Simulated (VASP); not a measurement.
# ZnSe (F-43m) in VASP: relaxation of cell and atoms with LDA

Aim: the relaxation of cell and atoms of ZnSe with LDA.

All numbers are computed with VASP 6.6.1; they aren't measurements. Logs are shortened: lines on timing, memory, paths and dates and some standing lists are left out, and cuts for length are marked.

### 1 The cell of the first run

Symmetry: F-43m, No. 216, cubic system. Conventional cell: a = 5.568 Å, b = 5.568 Å, c = 5.568 Å, α = 90.00°, β = 90.00°, γ = 90.00°. Within 3.2 Å of Zn (site symmetry -43m) lie 4 Se at 2.41 Å. Within 3.2 Å of Se (site symmetry -43m) lie 4 Zn at 2.41 Å.

### 2 Relaxation of cell and atoms, LDA, target pressure 15 GPa, at which the enthalpy is minimised

File INCAR:

```
SYSTEM = ZnSe
PREC     = Accurate       ! precision mode
ENCUT    = 600            ! plane-wave cutoff, eV
EDIFF    = 1E-7           ! SCF threshold, eV
ISMEAR   = 0              ! smearing method
SIGMA    = 0.01           ! smearing width, eV
LREAL    = .False.        ! projectors in reciprocal space
LASPH    = .True.         ! aspherical terms in the spheres
NELM     = 80             ! most SCF steps
ALGO     = Normal         ! electronic algorithm
ISIF     = 3              ! what is computed and relaxed
LWAVE    = .False.        ! write WAVECAR
LCHARG   = .False.        ! write CHGCAR
IBRION   = 2              ! ionic algorithm
NSW      = 100            ! ionic steps
EDIFFG   = -0.002         ! ionic threshold
PSTRESS  = 150.0
```

File KPOINTS:

```
Automatic mesh
0
Gamma
  8 8 8
  0 0 0
```

File POSCAR:

```
ZnSe
1.0
    2.7837594218      2.7837594218      0.0000000000
   -2.7837594218      2.7837594218      0.0000000000
    0.0000000000      2.7837594218      2.7837594218
Zn Se
1 1
Direct
    0.0000000000      0.0000000000      0.0000000000
    0.7500000000      0.2500000000      0.5000000000
```

Potentials or basis: VASP PAW LDA potentials, release 64 (Zn, Se).

Run with:

```bash
$ cat potpaw_LDA.64/Zn/POTCAR potpaw_LDA.64/Se/POTCAR > POTCAR
$ mpirun -np 1 vasp_std > vasp.out
```

OUTCAR:

```text
SYSTEM = ZnSe
   PREC = Accurate
   ENCUT = 600
   EDIFF = 1E-7
   ISMEAR = 0
   LREAL = .False.
   LASPH = .True.
   NELM = 80
   ISIF = 3
   IBRION = 2
   NSW = 100
   EDIFFG = -0.002
   PSTRESS = 150.0

 ion  position               nearest neighbor table
   1  0.000  0.000  0.000-   2 2.41   2 2.41   2 2.41   2 2.41
   2  0.750  0.250  0.500-   1 2.41   1 2.41   1 2.41   1 2.41

  LATTYP: Found a face centered cubic cell.
 ALAT       =     5.5675188436

  Lattice vectors:

 A1 = (   0.0000000000,   2.7837594218,   2.7837594218)
 A2 = (   2.7837594218,   0.0000000000,   2.7837594218)
 A3 = (   2.7837594218,   2.7837594218,   0.0000000000)

Analysis of symmetry for initial positions (statically):
=====================================================================
 Subroutine PRICEL returns:
 Original cell was already a primitive cell.

 Routine SETGRP: Setting up the symmetry group for a
 face centered cubic supercell.

 Subroutine GETGRP returns: Found 24 space group operations
 (whereof 24 operations were pure point group operations)
 out of a pool of 48 trial point group operations.

The static configuration has the point symmetry T_d .

Analysis of symmetry for dynamics (positions and initial velocities):
=====================================================================
 Subroutine PRICEL returns:
 Original cell was already a primitive cell.

 Routine SETGRP: Setting up the symmetry group for a
 face centered cubic supercell.

 Subroutine GETGRP returns: Found 24 space group operations
 (whereof 24 operations were pure point group operations)
 out of a pool of 48 trial point group operations.

The dynamic configuration has the point symmetry T_d .

 Subroutine INISYM returns: Found 24 space group operations
 (whereof 24 operations are pure point group operations),
 and found     1 'primitive' translations

----------------------------------------------------------------------------------------

                                     Primitive cell

  volume of cell :      43.1445

  direct lattice vectors                    reciprocal lattice vectors
     2.783759422  2.783759422  0.000000000     0.179613222  0.179613222 -0.179613222
    -2.783759422  2.783759422  0.000000000    -0.179613222  0.179613222 -0.179613222
     0.000000000  2.783759422  2.783759422     0.000000000  0.000000000  0.359226445

  length of vectors
     3.936830329  3.936830329  3.936830329     0.311099227  0.311099227  0.359226445

  position of ions in fractional coordinates (direct lattice)
     0.000000000  0.000000000  0.000000000
     0.750000000  0.250000000  0.500000000

  ion indices of the primitive-cell ions
   primitive index   ion index
[... 28 lines left out ...]

 Following reciprocal coordinates:
            Coordinates               Weight
  0.000000  0.000000  0.000000      1.000000
  0.125000  0.000000  0.000000      8.000000
  0.250000  0.000000  0.000000      8.000000
  0.375000  0.000000  0.000000      8.000000
  0.500000  0.000000  0.000000      4.000000
  0.125000  0.125000  0.000000     12.000000
[... 16 lines left out ...]
  0.375000  0.250000  0.125000     48.000000
  0.500000  0.250000  0.125000     24.000000
 [... further k-points ...]
   k-points           NKPTS =     29   k-points in BZ     NKDIM =     29   number of bands    NBANDS=     13
   number of dos      NEDOS =    301   number of ions     NIONS =      2
   total plane-waves  NPLWV =  32768
   dimension x,y,z NGX =    32 NGY =   32 NGZ =   32
   dimension x,y,z NGXF=    64 NGYF=   64 NGZF=   64
   ions per type =               1   1
   NGX,Y,Z   is equivalent  to a cutoff of  13.51, 13.51, 13.51 a.u.
   NGXF,Y,Z  is equivalent  to a cutoff of  27.03, 27.03, 27.03 a.u.
 SYSTEM =  ZnSe
   PREC   = accura    normal or accurate (medium, high low for compatibility)
   ISTART =      0    job   : 0-new  1-cont  2-samecut
   ICHARG =      2    charge: 1-file 2-atom 10-const
   ISPIN  =      1    spin polarized calculation?
   LNONCOLLINEAR =      F non collinear calculations
   LSORBIT =      F    spin-orbit coupling
   LASPH  =      T    aspherical Exc in radial PAW
   ENCUT  =  600.0 eV  44.10 Ry    6.64 a.u.   7.86  7.86  7.86*2*pi/ulx,y,z
   NELM   =     80;   NELMIN=  2; NELMDL= -5     # of ELM steps
   EDIFF  = 0.1E-06   stopping-criterion for ELM
   LREAL  =      F    real-space projection
   EDIFFG = -.2E-02   stopping-criterion for IOM
   NSW    =    100    number of steps for IOM
   IBRION =      2    ionic relax: 0-MD 1-quasi-New 2-CG
   NFREE  =      1    steps in history (QN), initial steepest desc. (CG)
   ISIF   =      3    stress and relaxation
   ISYM   =      2    0-nonsym 1-usesym 2-fastsym
   POTIM  = 0.5000    time-step for ionic-motion
   TEBEG  =    0.0;   TEEND  =   0.0 temperature during run
   PSTRESS=  150.0 pullay stress
   NELECT =      18.0000    total number of electrons
   NUPDOWN=      -1.0000    fix difference up-down
   EMIN   =  10.00;   EMAX   =-10.00  energy-range for DOS
   EFERMI =   0.00;   METHOD = LEGACY
   ISMEAR =     0;   SIGMA  =   0.01  broadening in eV -4-tet -1-fermi 0-gaus
   EFERMI_NEDOS =   21; number of points for ismear=-14 and -15
   IALGO  =     38    algorithm
   IMIX   =      4    mixing-type and parameters
     AMIX     =   0.40;   BMIX     =  1.00
     AMIX_MAG =   1.60;   BMIX_MAG =  1.00
  volume/ion in A,a.u.               =      21.57       145.58
  Fermi-wavevector in a.u.,A,eV,Ry     =   1.223275  2.311654 20.359769  1.496401
  Thomas-Fermi vector in A             =   2.358391
   LORBIT       =      0    0 simple, 1 ext, 2 COOP (PROOUT), +10 PAW based schemes
   GGA     = CA    functional components
   LHFCALC =     F    Hartree Fock is set to
   AEXX    =    0.0000 exact exchange contribution
   IVDW    =     0    specifies the selected vdW correction
   LEPSILON=     F    determine dielectric tensor
   LRPA    =     F    only Hartree local field effects (RPA)
 conjugate gradient relaxation of ions
 non-spin polarized calculation
 Gauss-broadening in eV      SIGMA  =   0.01
  energy-cutoff  :      600.00
  volume of cell :       43.14
 maximum number of plane-waves:      1459
   NGX = 15   NGY = 15   NGZ = 15

--------------------------------------- Ionic step        1  -------------------------------------------

 number of electron      17.9999993 magnetization

 Free energy of the ion-electron system (eV)
  ---------------------------------------------------
  ext. energy  EPLUGINS =         0.00000000
  ---------------------------------------------------
  free energy    TOTEN  =        -7.37165715 eV

  energy without entropy =       -7.37165715  energy(sigma->0) =       -7.37165715

 E-fermi :   2.1068     XC(G=0):  -9.9380

 val. band max:        1.9919453317   @ k =   0.0000   0.0000   0.0000
 cond. band min:       3.2817625747   @ k =   0.0000   0.0000   0.0000
 fundamental gap:      1.2898172430
 Fermi energy:         2.1067698971
[... 1004 lines left out ...]
--------------------------------------- Ionic step        7  -------------------------------------------

 number of electron      17.9999994 magnetization

 Free energy of the ion-electron system (eV)
  ---------------------------------------------------
  ext. energy  EPLUGINS =         0.00000000
  ---------------------------------------------------
  free energy    TOTEN  =        -7.12709965 eV

  energy without entropy =       -7.12709965  energy(sigma->0) =       -7.12709965

 E-fermi :   3.5620     XC(G=0): -10.6060

 val. band max:        3.4682770542   @ k =   0.0000   0.0000   0.0000
 cond. band min:       5.4021588491   @ k =   0.0000   0.0000   0.0000
 fundamental gap:      1.9338817949
 Fermi energy:         3.5619835618
[... 417 lines left out ...]
  energy  without entropy=       -7.1270996478  energy(sigma->0) =       -7.12709965

  enthalpy is  TOTEN    =        -3.6308034627 eV   P V=        3.4962961851

 reached required accuracy - stopping structural energy minimisation
```

Run time: 2.1 min. Hardware: 1 thread of Intel Xeon 8259CL, shared host; peak memory 0.18 GiB.

What came out:

```
Free energy                                                : -7.1271 eV
Relaxed volume                                             : 18.67 Å³/atom
Relaxed cell                                               : a = 3.752 Å, b = 3.752 Å, c = 3.752 Å, α = 60.00°, β = 60.00°, γ = 90.00°
Space group after relaxing (to 0.1 Å)                      : F-43m (No. 216)
Energy change on relaxing (the run minimises the enthalpy) : +122.3 meV/atom
Ionic steps                                                : 7
Pressure after relaxing                                    : 15.0 GPa
Band gap on the k mesh                                     : 1.93 eV
```

The path:
```csv
step,energy change (eV),largest force (eV/Å),pressure (GPa),volume (Å³)
1,0.0000,0.0000,0.33,43.14
2,1.1740,0.0000,43.76,31.95
3,0.2287,0.0000,14.37,37.52
4,0.2421,0.0000,14.93,37.37
5,0.2525,0.0000,15.32,37.26
6,0.2357,0.0000,14.61,37.44
7,0.2446,0.0000,15.01,37.34
```

Final structure:
```
CELL_PARAMETERS angstrom
2.65297 2.65297 0.00000
-2.65297 2.65297 0.00000
0.00000 2.65297 2.65297
ATOMIC_POSITIONS crystal
Zn 0.00000 0.00000 0.00000
Se 0.75000 0.25000 0.50000
```

Caveat: the cell is relaxed towards a set pressure, so the run minimises the enthalpy, not the energy. LDA usually gives volumes a few per cent too small.
